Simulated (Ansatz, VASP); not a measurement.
**LuAg3O3 in VASP and in Ansatz**

```
Lu Ag O
1.0
     2.52454    1.45755    5.29893
    -2.52454    1.45755    5.29893
     0.00000   -2.91509    5.29893
Lu Ag O
1 3 3
Direct
  0.00000 0.00000 0.00000
  0.50000 0.00000 0.00000
  0.00000 0.00000 0.50000
  0.00000 0.50000 0.00000
  0.00000 0.50000 0.50000
  0.50000 0.50000 0.00000
  0.50000 0.00000 0.50000
```

Change from the starting cell: species swapped into the NbZn3Ga3 type (R-3m, No. 166).

Alike in both runs: functional PBE; k mesh 3 × 3 × 3; occupations gaussian, width 0.15 eV; no spin polarisation.

Ansatz relaxed the structure, and its values are those at the end. VASP's run is a single point on that final structure, the one shown.

|  | VASP | Ansatz |
| --- | --- | --- |
| version | VASP 6.6.1 | Ansatz 0.2.0 |
| potentials or method | VASP PAW PBE potentials, release 64 (Lu, Ag, O), cutoff 520 eV | scalar-relativistic, plane waves, PAW |
| valence electrons in the cell | 76 | 100 |

```csv
,VASP,Ansatz,Ansatz less VASP
gap on the k mesh at the Fermi level (eV),none,none,-
pressure (GPa),0.0,0.1,+0.03
```

A gap of «none» marks a metal or a gap that the smearing closes. VASP's potentials hold 76 valence electrons a cell and Ansatz's 100, so a difference there can come from the potentials and not from the codes.

The k mesh is coarse, so the values compare programs but aren't converged. Neither program's run includes spin-orbit coupling.
